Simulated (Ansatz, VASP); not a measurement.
**Rb in VASP and in Ansatz**

File INCAR:

```
ALGO = Normal
EDIFF = 1E-7
ENCUT = 520
GGA = PS
ISIF = 2
ISMEAR = -1
LASPH = T
LCHARG = F
LREAL = F
LWAVE = F
NBANDS = 16
NELM = 80
PREC = Accurate
SIGMA = 0.05
```

KPOINTS

```
k-points
0
Gamma
  8 8 8
```

Contents of POSCAR:

```
Rb
1.0
    0.0000000000      4.2740480780      4.2740480780
    4.2740480780      0.0000000000      4.2740480780
    4.2740480780      4.2740480780      0.0000000000
Rb
2
Direct
   -0.1250000000     -0.1250000000     -0.1250000000
    0.1250000000      0.1250000000      0.1250000000
```

Input for Ansatz:

```yaml
crystal:
  lattice:
    - [0.0, 4.274048078, 4.274048078]
    - [4.274048078, 0.0, 4.274048078]
    - [4.274048078, 4.274048078, 0.0]
  atoms:
    - { symbol: Rb, position: [-0.125, -0.125, -0.125] }
    - { symbol: Rb, position: [0.125, 0.125, 0.125] }
kpoints:
  mp_grid: { grid: [8, 8, 8] }
scf:
  occupations: { method: fermi_dirac, width: 0.05 }
hamiltonian:
  xc: pbesol
  pseudopotentials: { kind: paw, source: ansatz }
output:
  forces: true
  stress: true
  eigenvalues: true
```

Change from the starting cell: volume scaled by 0.6, PAW files, source ansatz.

Alike in both runs: task single point; functional PBEsol; k mesh 8 × 8 × 8; occupations fermi-dirac, width 0.05 eV; no spin polarisation.

|  | VASP | Ansatz |
| --- | --- | --- |
| version | VASP 6.6.1 | Ansatz 0.2.0 |
| potentials or method | VASP PAW PBE potentials, release 64 (Rb_sv) | PAW with other files of Ansatz's library (source ansatz), scalar-relativistic |
| plane-wave cutoff (eV) | 520 | 390 |
| valence electrons in the cell | 18 | 18 |

|  | VASP | Ansatz | Ansatz less VASP |
| --- | --- | --- | --- |
| pressure (GPa) | 1.2 | 1.2 | 0.00 |

VASP's potentials were made for PBE, not for PBEsol. The functional is the same, so the differences come from potentials, cutoffs and numerics.
